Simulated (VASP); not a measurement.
A run of VASP 6.6.1 is set up as follows.

File INCAR:

```
SYSTEM = AlN
PREC = Accurate
ENCUT = 520
EDIFF = 1E-6
ISMEAR = 0
SIGMA = 0.05
LREAL = .FALSE.
LASPH = .TRUE.
NELM = 100
ALGO = Normal
ISIF = 2
LWAVE = .FALSE.
LCHARG = .FALSE.
GGA = PS
NBANDS = 16
```

Contents of KPOINTS:

```
regular mesh
0
G
  9 9 6
  0 0 0
```

The input POSCAR:

```
AlN
1.0
    3.3609000000      0.0000000000      0.0000000000
   -1.6804500000      2.9106247796      0.0000000000
    0.0000000000      0.0000000000      4.1814000000
Al N
2 2
Direct
    0.3333333333      0.6666666667      0.7500000000
    0.6666666667      0.3333333333      0.2500000000
    0.3333333333      0.6666666667      0.2500000000
    0.6666666667      0.3333333333      0.7500000000
```

Potentials or basis: VASP PAW PBE potentials, release 64 (Al, N).

Command:

```bash
$ cat potpaw_PBE.64/Al/POTCAR potpaw_PBE.64/N/POTCAR > POTCAR
$ mpirun -np 1 vasp_std > vasp.out
```

**Question.** Predict the band gap on the k mesh.

**Answer.** 3.03 eV, direct.

**Question.** Estimate the pressure.

**Answer.** -9.2 GPa.

Stress tensor (GPa, compression positive):
```
-10.06   0.00   0.00
  0.00 -10.06   0.00
  0.00   0.00  -7.38
```

Caveat: the PAW data sets were made with another functional, which shifts forces and pressure a little. A hybrid or GW would open this gap; PBEsol tends to underestimate it.
